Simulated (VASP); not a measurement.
# Mg2ZnO3 (P-3m1) in VASP: single point with PBEsol+D4+U

Aim: the single point of Mg2ZnO3 with PBEsol+D4+U.

All numbers are computed with VASP 6.6.1; they aren't measurements. Logs are shortened: lines on timing, memory, paths and dates and some standing lists are left out, and cuts for length are marked.

### Step 1. The cell of the first run

The structure is trigonal, space group P-3m1 (No. 164). The conventional cell has a = 3.033 Å, b = 3.033 Å, c = 7.403 Å, α = 90.00°, β = 90.00°, γ = 120.00°. Mg (site symmetry 3m) has 6 O at 2.12 to 2.14 Å within 2.8 Å. Zn (site symmetry -3m) has 6 O at 2.17 Å within 2.9 Å. O (site symmetry 3m) has 3 Mg at 2.12 Å and 3 Zn at 2.17 Å within 2.8 Å. Within 2.8 Å of O (site symmetry -3m) lie 6 Mg at 2.14 Å.

### Step 2. Single point, PBEsol+D4+U

Input file INCAR:

```
PREC = Accurate ; ENCUT = 750
EDIFF = 1E-6 ; ISMEAR = 0
SIGMA = 0.01 ; LREAL = F
LASPH = T ; NELM = 200
ALGO = Normal ; ISIF = 2
LWAVE = F ; LCHARG = F
LDAU = T ; LDAUTYPE = 2
LDAUL = -1 2 -1 ; LDAUU = 0 6 0
LDAUJ = 0 0 0 ; LDAUPRINT = 1
GGA = PS ; IVDW = 13
NBANDS = 34 ; GGA_COMPAT = F
```

Input file KPOINTS:

```
regular mesh
0
Gamma
  7 7 3
```

Input file POSCAR:

```
Mg2ZnO3
1.0
    3.0329985900      0.0000000000      0.0000000000
   -1.5164993000      2.6266538300      0.0000000000
    0.0000000000      0.0000000000      7.4033160000
Mg Zn O
2 1 3
Direct
    0.3333333291      0.6666666692      0.6657999996
    0.6666666709      0.3333333308      0.3342000004
    0.0000000000      0.0000000000      0.0000000000
    0.3333333291      0.6666666692      0.1726189994
    0.6666666709      0.3333333308      0.8273810006
    0.0000000000      0.0000000000      0.5000000000
```

Potentials or basis: VASP PAW PBE potentials, release 64 (Mg_sv, Zn, O).

Launch:

```console
$ cat potpaw_PBE.64/Mg_sv/POTCAR potpaw_PBE.64/Zn/POTCAR potpaw_PBE.64/O/POTCAR > POTCAR
$ mpirun -np 1 vasp_std > vasp.out
```

OUTCAR:

```text
PREC = Accurate
   ENCUT = 750
   EDIFF = 1E-6
   ISMEAR = 0
   LREAL = F
   LASPH = T
   NELM = 200
   ISIF = 2
   GGA = PS
   IVDW = 13

 ion  position               nearest neighbor table
   1  0.333  0.667  0.666-   5 2.12   5 2.12   5 2.12
   2  0.667  0.333  0.334-   4 2.12   4 2.12   4 2.12
   3  0.000  0.000  0.000-   4 2.17   5 2.17   4 2.17   5 2.17   5 2.17   4 2.17
   4  0.333  0.667  0.173-   2 2.12   2 2.12   2 2.12   3 2.17   3 2.17   3 2.17
   5  0.667  0.333  0.827-   1 2.12   1 2.12   1 2.12   3 2.17   3 2.17   3 2.17
   6  0.000  0.000  0.500-

  LATTYP: Found a hexagonal cell.
 ALAT       =     3.0329985900
 C/A-ratio  =     2.4409229943

  Lattice vectors:

 A1 = (   3.0329985900,   0.0000000000,   0.0000000000)
 A2 = (  -1.5164993000,   2.6266538300,   0.0000000000)
 A3 = (   0.0000000000,   0.0000000000,   7.4033160000)

Analysis of symmetry for initial positions (statically):
=====================================================================
 Subroutine PRICEL returns:
 Original cell was already a primitive cell.

 Routine SETGRP: Setting up the symmetry group for a
 hexagonal supercell.

 Subroutine GETGRP returns: Found 12 space group operations
 (whereof 12 operations were pure point group operations)
 out of a pool of 24 trial point group operations.

The static configuration has the point symmetry D_3d.

Analysis of symmetry for dynamics (positions and initial velocities):
=====================================================================
 Subroutine PRICEL returns:
 Original cell was already a primitive cell.

 Routine SETGRP: Setting up the symmetry group for a
 hexagonal supercell.

 Subroutine GETGRP returns: Found 12 space group operations
 (whereof 12 operations were pure point group operations)
 out of a pool of 24 trial point group operations.

The dynamic configuration has the point symmetry D_3d.

 Subroutine INISYM returns: Found 12 space group operations
 (whereof 12 operations are pure point group operations),
 and found     1 'primitive' translations

----------------------------------------------------------------------------------------

                                     Primitive cell

  volume of cell :      58.9795

  direct lattice vectors                    reciprocal lattice vectors
     3.032998590  0.000000000  0.000000000     0.329706714  0.190356261  0.000000000
    -1.516499300  2.626653830  0.000000000     0.000000000  0.380712520  0.000000000
     0.000000000  0.000000000  7.403316000     0.000000000  0.000000000  0.135074607

  length of vectors
     3.032998590  3.032998594  7.403316000     0.380712521  0.380712520  0.135074607

  position of ions in fractional coordinates (direct lattice)
     0.333333329  0.666666669  0.665800000
     0.666666671  0.333333331  0.334200000
     0.000000000  0.000000000  0.000000000
     0.333333329  0.666666669  0.172618999
     0.666666671  0.333333331  0.827381001
     0.000000000  0.000000000  0.500000000

  ion indices of the primitive-cell ions
   primitive index   ion index
                 1           1
                 2           2
                 3           3
                 4           4
                 5           5
                 6           6

----------------------------------------------------------------------------------------

 KPOINTS: regular mesh

Automatic generation of k-mesh.
 Grid dimensions read from file:
 generate k-points for:    7    7    3

 Generating k-lattice:

  Cartesian coordinates                     Fractional coordinates (reciprocal lattice)
     0.047100959  0.027193752  0.000000000     0.142857143  0.000000000  0.000000000
     0.000000000  0.054387503  0.000000000     0.000000000  0.142857143  0.000000000
     0.000000000  0.000000000  0.045024869     0.000000000  0.000000000  0.333333333

  Length of vectors
     0.054387503  0.054387503  0.045024869

  Shift w.r.t. Gamma in fractional coordinates (k-lattice)
     0.000000000  0.000000000  0.000000000

 Subroutine IBZKPT returns following result:
 ===========================================

 Found     20 irreducible k-points:

 Following reciprocal coordinates:
            Coordinates               Weight
  0.000000  0.000000  0.000000      1.000000
  0.142857  0.000000  0.000000      6.000000
  0.285714  0.000000  0.000000      6.000000
  0.428571  0.000000  0.000000      6.000000
  0.142857  0.142857  0.000000      6.000000
  0.285714  0.142857  0.000000     12.000000
[... 12 lines left out ...]
  0.428571  0.142857  0.333333     12.000000
  0.285714  0.285714  0.333333     12.000000
   k-points           NKPTS =     20   k-points in BZ     NKDIM =     20   number of bands    NBANDS=     34
   number of dos      NEDOS =    301   number of ions     NIONS =      6
   total plane-waves  NPLWV =  54880
   dimension x,y,z NGX =    28 NGY =   28 NGZ =   70
   dimension x,y,z NGXF=    56 NGYF=   56 NGZF=  140
   ions per type =               2   1   3
   NGX,Y,Z   is equivalent  to a cutoff of  15.35, 15.35, 15.72 a.u.
   NGXF,Y,Z  is equivalent  to a cutoff of  30.69, 30.69, 31.44 a.u.
 SYSTEM =  unknown system
   PREC   = accura    normal or accurate (medium, high low for compatibility)
   ISTART =      0    job   : 0-new  1-cont  2-samecut
   ICHARG =      2    charge: 1-file 2-atom 10-const
   ISPIN  =      1    spin polarized calculation?
   LNONCOLLINEAR =      F non collinear calculations
   LSORBIT =      F    spin-orbit coupling
   LASPH  =      T    aspherical Exc in radial PAW
   ENCUT  =  750.0 eV  55.12 Ry    7.42 a.u.   6.77  6.77 16.53*2*pi/ulx,y,z
   NELM   =    200;   NELMIN=  2; NELMDL= -5     # of ELM steps
   EDIFF  = 0.1E-05   stopping-criterion for ELM
   LREAL  =      F    real-space projection
   EDIFFG = 0.1E-04   stopping-criterion for IOM
   NSW    =      0    number of steps for IOM
   IBRION =     -1    ionic relax: 0-MD 1-quasi-New 2-CG
   NFREE  =      0    steps in history (QN), initial steepest desc. (CG)
   ISIF   =      2    stress and relaxation
   ISYM   =      2    0-nonsym 1-usesym 2-fastsym
   POTIM  = 0.5000    time-step for ionic-motion
   TEBEG  =    0.0;   TEEND  =   0.0 temperature during run
   PSTRESS=    0.0 pullay stress
   NELECT =      50.0000    total number of electrons
   NUPDOWN=      -1.0000    fix difference up-down
   EMIN   =  10.00;   EMAX   =-10.00  energy-range for DOS
   EFERMI =   0.00;   METHOD = LEGACY
   ISMEAR =     0;   SIGMA  =   0.01  broadening in eV -4-tet -1-fermi 0-gaus
   EFERMI_NEDOS =   21; number of points for ismear=-14 and -15
   IALGO  =     38    algorithm
   IMIX   =      4    mixing-type and parameters
     AMIX     =   0.40;   BMIX     =  1.00
     AMIX_MAG =   1.60;   BMIX_MAG =  1.00
  volume/ion in A,a.u.               =       9.83        66.34
  Fermi-wavevector in a.u.,A,eV,Ry     =   1.549403  2.927947 32.662821  2.400650
  Thomas-Fermi vector in A             =   2.654215
   LORBIT       =      0    0 simple, 1 ext, 2 COOP (PROOUT), +10 PAW based schemes
 LDA+U is selected, type is set to LDAUTYPE =  2
   angular momentum for each species LDAUL =    -1    2   -1
   U (eV)           for each species LDAUU =   0.0  6.0  0.0
   J (eV)           for each species LDAUJ =   0.0  0.0  0.0
   GGA     = PS    functional components
   LHFCALC =     F    Hartree Fock is set to
   AEXX    =    0.0000 exact exchange contribution
   IVDW    =    13    specifies the selected vdW correction
   LEPSILON=     F    determine dielectric tensor
   LRPA    =     F    only Hartree local field effects (RPA)
 non-spin polarized calculation
 Gauss-broadening in eV      SIGMA  =   0.01
  energy-cutoff  :      750.00
  volume of cell :       58.98
 maximum number of plane-waves:      2793
 NGX is ok and might be reduce to    28
   NGX = 13   NGY = 13   NGZ = 33

atom =   3  type =  2  l = 2

 onsite density matrix

spin component  1

  1.0006 -0.0000  0.0000 -0.0157 -0.0000
 -0.0000  1.0131 -0.0000 -0.0000 -0.0157
  0.0000 -0.0000  0.9902 -0.0000  0.0000
 -0.0157 -0.0000 -0.0000  1.0131  0.0000
 -0.0000 -0.0157  0.0000  0.0000  1.0006

spin component  2

  1.0006 -0.0000  0.0000 -0.0157 -0.0000
 -0.0000  1.0131 -0.0000 -0.0000 -0.0157
  0.0000 -0.0000  0.9902 -0.0000  0.0000
 -0.0157 -0.0000 -0.0000  1.0131  0.0000
 -0.0000 -0.0157  0.0000  0.0000  1.0006

 occupancies and eigenvectors

  o =  0.9900  v =  0.6602  0.3385 -0.0000  0.4479  0.4990  0.0000  0.0000  0.0000  0.0000  0.0000      0.0000  0.0000  0.0000  0.0000  0.0000  0.0000  0.0000  0.0000  0.0000  0.0000
  o =  0.9900  v =  0.0000  0.0000  0.0000  0.0000  0.0000  0.6602  0.3385 -0.0000  0.4479  0.4990      0.0000  0.0000  0.0000  0.0000  0.0000  0.0000  0.0000  0.0000  0.0000  0.0000
  o =  0.9900  v =  0.4990 -0.4479 -0.0000  0.3385 -0.6602  0.0000  0.0000  0.0000  0.0000  0.0000      0.0000  0.0000  0.0000  0.0000  0.0000  0.0000  0.0000  0.0000  0.0000  0.0000
  o =  0.9900  v =  0.0000  0.0000  0.0000  0.0000  0.0000  0.4990 -0.4479 -0.0000  0.3385 -0.6602      0.0000  0.0000  0.0000  0.0000  0.0000  0.0000  0.0000  0.0000  0.0000  0.0000
  o =  0.9902  v =  0.0000  0.0000  1.0000  0.0000  0.0000  0.0000  0.0000  0.0000  0.0000  0.0000      0.0000  0.0000  0.0000  0.0000  0.0000  0.0000  0.0000  0.0000  0.0000  0.0000
  o =  0.9902  v =  0.0000  0.0000  0.0000  0.0000  0.0000  0.0000  0.0000  1.0000  0.0000  0.0000      0.0000  0.0000  0.0000  0.0000  0.0000  0.0000  0.0000  0.0000  0.0000  0.0000
  o =  1.0237  v =  0.0000  0.0000  0.0000  0.0000  0.0000 -0.4479  0.4990 -0.0000  0.6602 -0.3385      0.0000  0.0000  0.0000  0.0000  0.0000  0.0000  0.0000  0.0000  0.0000  0.0000
  o =  1.0237  v = -0.4479  0.4990 -0.0000  0.6602 -0.3385  0.0000  0.0000  0.0000  0.0000  0.0000      0.0000  0.0000  0.0000  0.0000  0.0000  0.0000  0.0000  0.0000  0.0000  0.0000
  o =  1.0237  v =  0.0000  0.0000  0.0000  0.0000  0.0000  0.3385  0.6602  0.0000 -0.4990 -0.4479      0.0000  0.0000  0.0000  0.0000  0.0000  0.0000  0.0000  0.0000  0.0000  0.0000
  o =  1.0237  v =  0.3385  0.6602  0.0000 -0.4990 -0.4479  0.0000  0.0000  0.0000  0.0000  0.0000      0.0000  0.0000  0.0000  0.0000  0.0000  0.0000  0.0000  0.0000  0.0000  0.0000

 number of electron      50.0000008 magnetization

 Free energy of the ion-electron system (eV)
  ---------------------------------------------------
  ext. energy  EPLUGINS =         0.00000000
  ---------------------------------------------------
  free energy    TOTEN  =       -34.38934090 eV

  energy without entropy =      -34.38934090  energy(sigma->0) =      -34.38934090

 E-fermi :   2.4030     XC(G=0): -11.7343

 val. band max:        2.1713562414   @ k =   0.0000   0.0000   0.3333
 cond. band min:       5.3042486917   @ k =   0.0000   0.0000   0.0000
 fundamental gap:      3.1328924503
 Fermi energy:         2.4029667243

 k-point     1 :       0.0000    0.0000    0.0000
  band No.  band energies     occupation
      1     -69.8824      2.00000
      2     -69.8786      2.00000
      3     -36.8702      2.00000
      4     -36.8328      2.00000
      5     -36.8185      2.00000
      6     -36.8185      2.00000
[... 26 lines left out ...]
     33      17.7909      0.00000
     34      17.7909      0.00000

 k-point     2 :       0.1429    0.0000    0.0000
  band No.  band energies     occupation
      1     -69.8812      2.00000
      2     -69.8778      2.00000
      3     -36.8667      2.00000
      4     -36.8355      2.00000
      5     -36.8256      2.00000
      6     -36.8236      2.00000
[... 26 lines left out ...]
     33      16.5434      0.00000
     34      17.0543      0.00000

 k-point     3 :       0.2857    0.0000    0.0000
  band No.  band energies     occupation
      1     -69.8789      2.00000
      2     -69.8763      2.00000
      3     -36.8619      2.00000
      4     -36.8541      2.00000
      5     -36.8431      2.00000
      6     -36.8292      2.00000
[... 26 lines left out ...]
     33      14.8123      0.00000
     34      17.0095      0.00000
[... 556 lines left out ...]
 k-point    19 :       0.4286    0.1429    0.3333
  band No.  band energies     occupation
      1     -69.8761      2.00000
      2     -69.8751      2.00000
      3     -36.8735      2.00000
      4     -36.8662      2.00000
      5     -36.8421      2.00000
      6     -36.8410      2.00000
[... 26 lines left out ...]
     33      14.3429      0.00000
     34      15.4428      0.00000

 k-point    20 :       0.2857    0.2857    0.3333
  band No.  band energies     occupation
      1     -69.8758      2.00000
      2     -69.8751      2.00000
      3     -36.8652      2.00000
      4     -36.8614      2.00000
      5     -36.8513      2.00000
      6     -36.8423      2.00000
[... 26 lines left out ...]
     33      14.2508      0.00000
     34      14.7169      0.00000

------------------------ aborting loop because EDIFF is reached ----------------------------------------

  DFT-D4 for vdW energy calculation

  Edisp (eV):   -0.66245

  FORCE on cell =-STRESS in cart. coord.  units (eV):
  Direction    XX          YY          ZZ          XY          YZ          ZX
  --------------------------------------------------------------------------------------
  -------------------------------------------------------------------------------------
  Total      -4.25147    -4.25147    -4.29444     0.00000    -0.00000    -0.00000
  in kB    -115.49117  -115.49117  -116.65828     0.00000    -0.00000    -0.00000
  external pressure =     -115.88 kB  Pullay stress =        0.00 kB

 VOLUME and BASIS-vectors are now :
 -----------------------------------------------------------------------------
  energy-cutoff  :      750.00
  volume of cell :       58.98
      direct lattice vectors                 reciprocal lattice vectors
     3.032998590  0.000000000  0.000000000     0.329706714  0.190356261  0.000000000
    -1.516499300  2.626653830  0.000000000     0.000000000  0.380712520  0.000000000
     0.000000000  0.000000000  7.403316000     0.000000000  0.000000000  0.135074607

 POSITION                                       TOTAL-FORCE (eV/Angst)
 -----------------------------------------------------------------------------------
     -0.00000      1.75110      4.92913        -0.000000      0.000000      0.054219
      1.51650      0.87555      2.47419         0.000000     -0.000000     -0.054219
      0.00000      0.00000      0.00000        -0.000000      0.000000     -0.000000
     -0.00000      1.75110      1.27795         0.000000     -0.000000     -0.627949
      1.51650      0.87555      6.12536         0.000000      0.000000      0.627949
      0.00000      0.00000      3.70166        -0.000000      0.000000     -0.000000
 -----------------------------------------------------------------------------------
    total drift:                               -0.000000     -0.000000      0.000000

  FREE ENERGIE OF THE ION-ELECTRON SYSTEM (eV)
  ---------------------------------------------------
  free  energy   TOTEN  =       -35.0517956633 eV

  energy  without entropy=      -35.0517956633  energy(sigma->0) =      -35.05179566
```

It took 86 s on 1 thread of AMD EPYC 7R13 (Zen 3), shared host; peak memory 0.22 GiB.

Results:

```
Free energy                : -35.0518 eV
Pressure                   : -11.6 GPa
Largest force              : 0.628 eV/Å
Band gap on the k mesh     : 3.13 eV (least direct gap 3.26 eV)
Dispersion energy per atom : -0.110 eV
```

Forces on the atoms (eV/Å):
```
Mg   0.000  0.000  0.054
Mg   0.000  0.000 -0.054
Zn   0.000  0.000  0.000
O    0.000  0.000 -0.628
O    0.000  0.000  0.628
O    0.000  0.000  0.000
```

Eigenvalues of the final occupation matrices:
```tsv
site	spin	trace	eigenvalues
site 3 d	1	5.02	0.99 0.99 0.99 1.02 1.02
site 3 d	2	5.02	0.99 0.99 0.99 1.02 1.02
```

Caveat: the cell stands under tension; the PAW data sets were made with another functional, which shifts forces and pressure a little. A k mesh can miss the band edges.
